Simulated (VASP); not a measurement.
A run of VASP 6.6.1 is set up as follows.

Contents of INCAR:

```
SYSTEM = BeTe
  PREC = Accurate
  ENCUT = 520
  EDIFF = 1E-6
  ISMEAR = 0
  SIGMA = 0.1
  LREAL = .False.
  LASPH = .True.
  NELM = 100
  ALGO = Normal
  ISIF = 2
  LWAVE = .False.
  LCHARG = .True.
  GGA = PE
  LELF = .True.
  LVHAR = .True.
  NBANDS = 26
```

KPOINTS

```
regular mesh
0
Gamma
  6 6 2
  0 0 0
```

POSCAR

```
BeTe
1.0
    4.4172108700      0.0000000000      0.0000000000
   -2.2086054400      3.8254168300      0.0000000000
    0.0000000000      0.0000000000     10.2259410600
Be Te
4 4
Direct
    0.0000000000      0.0000000000      0.0000000000
    0.0000000000      0.0000000000      0.5000000000
    0.3333333300      0.6666666700      0.2500000000
    0.6666666700      0.3333333300      0.7500000000
    0.3333333300      0.6666666700      0.6363622500
    0.6666666700      0.3333333300      0.1363622500
    0.6666666700      0.3333333300      0.3636377500
    0.3333333300      0.6666666700      0.8636377500
```

Potentials or basis: VASP PAW PBE potentials, release 64 (Be, Te).

The run is started by

```console
$ cat potpaw_PBE.64/Be/POTCAR potpaw_PBE.64/Te/POTCAR > POTCAR
$ mpirun -np 1 vasp_std > vasp.out
```

Question: Estimate the largest force.

Answer: 9.827 eV/Å.

Question: Predict the pressure.

Answer: 10.8 GPa.

Question: What does it give for the band gap on the k mesh?

Answer: Zero (bands 16 and 17 overlap by 2.09 eV).

Stress tensor (GPa, compression positive):
```
-1.88  0.00  0.00
 0.00 -1.88  0.00
 0.00  0.00 36.06
```

Caveat: the cell stands under pressure; spin-orbit coupling is left out, which moves the levels of the heavy elements; forces of over 1 eV/Å act on the atoms, so gaps and moduli don't describe the material at rest.
